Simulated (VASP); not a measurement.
Cu, 2 atoms in the cell. The structure is hexagonal, space group P6_3/mmc (No. 194). The conventional cell has a = 2.383 Å, b = 2.383 Å, c = 4.052 Å, α = 90.00°, β = 90.00°, γ = 120.00°. Cu (site symmetry -6m2) has 12 Cu at 2.38 to 2.45 Å within 3.1 Å. This isn't the form of Cu at room conditions, which is fcc.

```yaml
Program: VASP 6.6.1
Task: single point
Functional: PBEsol
Potentials_or_basis: VASP PAW PBE potentials, release 64 (Cu)
Cutoff: 520 eV
k_mesh: 24 × 24 × 12
Occupations: gaussian, width 0.15 eV
Spin: no spin polarisation
Dipole_correction: no
Further_INCAR_settings: ALGO = Fast; EDIFF = 1e-06; NBANDS = 18
```

Potentials or basis: VASP PAW PBE potentials, release 64 (Cu).

The run is started by

```bash
$ cat potpaw_PBE.64/Cu/POTCAR > POTCAR
$ mpirun -np 1 vasp_std > vasp.out
```

Hardware: 1 thread of Intel(R) Xeon(R) 6975P-C (Granite Rapids), on a shared host.

Estimate the wall time of this run.

Run time: 62 s on 1 thread of Intel(R) Xeon(R) 6975P-C (Granite Rapids) (shared host), peak memory 0.22 GiB. Counts: scf iterations 15, k points 427.
